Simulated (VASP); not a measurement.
Write the native input for VASP 6.6.1 that does the following.

```
Task                   : single point
Functional             : PBEsol
Potentials or basis    : VASP PAW PBE potentials, release 64 (P)
Cutoff                 : 520 eV
k mesh                 : 24 × 24 × 12
Occupations            : gaussian, width 0.15 eV
Spin                   : no spin polarisation
Dipole correction      : no
Further INCAR settings : ALGO = Normal; EDIFF = 1e-06; NBANDS = 12
```

The structure of P lies in POSCAR:

```
P
1.0
    2.7999477377      0.0000000000      0.0052449061
    0.0000000000      2.4346254890      0.0000000000
   -0.0113875382      0.0000000000      4.7929475526
P
2
Direct
    0.0000000000      0.0000000000      0.2500000000
    1.0000000000      0.0000000000      0.7500000000
```

This cell differs from its parent crystal: strain +0.1500 x Voigt [1, 0, 0, 0, 0, 0].

The input as run:

INCAR

```
SYSTEM = P
PREC = Accurate ; ENCUT = 520
EDIFF = 1E-6 ; ISMEAR = 0
SIGMA = 0.15 ; LREAL = .FALSE.
LASPH = .TRUE. ; NELM = 60
ALGO = Normal ; ISIF = 2
LWAVE = .FALSE. ; LCHARG = .FALSE.
GGA = PS ; NBANDS = 12
```

KPOINTS

```
regular mesh
0
G
  24 24 12
  0 0 0
```

Potentials or basis: VASP PAW PBE potentials, release 64 (P).

Launch:

```sh
$ cat potpaw_PBE.64/P/POTCAR > POTCAR
$ mpirun -np 1 vasp_std > vasp.out
```

It gave:

```json
{"Pressure": "-9.6 GPa", "Band gap on the k mesh": "zero (bands 5 and 6 overlap by 7.41 eV)"}
```

Caveat: the cell differs from its parent crystal (strain +0.1500 x Voigt [1, 0, 0, 0, 0, 0]); the stress differs along the axes, from -20 to -3 GPa; the PAW data sets were made with another functional, which shifts forces and pressure a little.

Wall time 5.4 min on 1 thread of AMD EPYC 7R32 (Zen 2), on a shared host, peak memory 0.58 GiB.
